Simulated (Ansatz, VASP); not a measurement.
Sb5Ru3: VASP beside Ansatz

```xyz
8
Lattice="5.5870 0.0000 0.0000 0.0000 5.5870 0.0000 0.0000 0.0000 5.5870" Properties=species:S:1:pos:R:3 pbc="T T T"
Sb    0.0000    2.7935    2.7935
Sb    2.7935    0.0000    2.7935
Sb    2.7935    2.7935    0.0000
Sb    2.7935    2.7935    2.7935
Sb    0.0000    0.0000    0.0000
Ru    2.7935    0.0000    0.0000
Ru    0.0000    2.7935    0.0000
Ru    0.0000    0.0000    2.7935
```

Alike in both runs: task single point; functional PBE; k mesh 8 × 8 × 8; occupations gaussian, width 0.1 eV; no spin polarisation.

```csv
,VASP,Ansatz
version,VASP 6.6.1,Ansatz 0.2.0
potentials or method,"VASP PAW PBE potentials, release 64 (Sb, Ru_pv), cutoff 520 eV","scalar-relativistic, plane waves, PAW"
valence electrons in the cell,67,123
```

```tsv
	VASP	Ansatz	Ansatz less VASP
gap on the k mesh at the Fermi level (eV)	none	none	-
pressure (GPa)	-0.1	0.0	+0.07
```

A gap of «none» marks a metal or a gap that the smearing closes. VASP's potentials hold 67 valence electrons a cell and Ansatz's 123, so a difference there can come from the potentials and not from the codes.

Spin-orbit coupling is off throughout.
